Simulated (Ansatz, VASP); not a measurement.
# BN: VASP beside Ansatz

POSCAR

```
BN
1.0
    2.4644149249      0.0000000000      0.0000000000
   -1.2322074625      2.1342459304      0.0000000000
    0.0000000000      0.0000000000      4.4837824110
B N
2 2
Direct
    0.6666666667      0.3333333333      0.9997995909
    0.3333333333      0.6666666667      0.4997995909
    0.6666666667      0.3333333333      0.6252004091
    0.3333333333      0.6666666667      0.1252004091
```

Contents of INCAR.step1:

```
  PREC = Accurate
  ENCUT = 520
  ISMEAR = 0
  SIGMA = 0.05
  LREAL = F
  LASPH = T
  NELM = 100
  NBANDS = 16
  GGA = PE
  ALGO = Normal
  EDIFF = 1E-4
  LWAVE = T
  LCHARG = F
```

File INCAR.step2:

```
  PREC = Accurate
  ENCUT = 520
  EDIFF = 1E-6
  ISMEAR = 0
  SIGMA = 0.05
  LREAL = F
  LASPH = T
  NELM = 100
  ALGO = Normal
  ISIF = 2
  LWAVE = F
  LCHARG = F
  METAGGA = R2SCAN
  LMIXTAU = T
  NBANDS = 16
  ISTART = 1
```

KPOINTS

```
regular mesh
0
Gamma
  12 12 6
```

Input for Ansatz:

```yaml
crystal:
  lattice:
    - [2.4644149249, 0.0, 0.0]
    - [-1.2322074625, 2.1342459304, 0.0]
    - [0.0, 0.0, 4.483782411]
  atoms:
    - { symbol: B, position: [0.6666666667, 0.3333333333, 0.9997995909] }
    - { symbol: B, position: [0.3333333333, 0.6666666667, 0.4997995909] }
    - { symbol: "N", position: [0.6666666667, 0.3333333333, 0.6252004091] }
    - { symbol: "N", position: [0.3333333333, 0.6666666667, 0.1252004091] }
basis:
  ecutwfc: 500
kpoints:
  mp_grid: { grid: [12, 12, 6] }
hamiltonian:
  xc: r2scan
scf:
  occupations: { method: gaussian, width: 0.05 }
output:
  forces: true
  stress: true
  eigenvalues: true
```

Alike in both runs: task single point; functional r2SCAN; k mesh 12 × 12 × 6; occupations gaussian, width 0.05 eV; no spin polarisation.

```csv
,VASP,Ansatz
version,VASP 6.6.1,Ansatz 0.2.0
potentials or method,"VASP PAW PBE potentials, release 64 (B, N), cutoff 520 eV","scalar-relativistic, plane waves, PAW"
valence electrons in the cell,16,16
```

|  | VASP | Ansatz | Ansatz less VASP |
| --- | --- | --- | --- |
| gap on the k mesh at the Fermi level (eV) | 5.32 | 5.35 | +0.030 |
| least direct gap on the mesh (eV) | 6.05 | 6.06 | +0.008 |
| pressure (GPa) | 5.4 | 4.3 | -1.10 |
| traceless stress, the component that is largest in VASP (GPa) | -60.73 | -60.37 | +0.359 |
| rms of the force components (eV/Å) | 0.229 | 0.247 | +0.0178 |

VASP's potentials were made for PBE, not for r2SCAN. Atom by atom the forces differ by 0.018 eV/Å (rms over components).
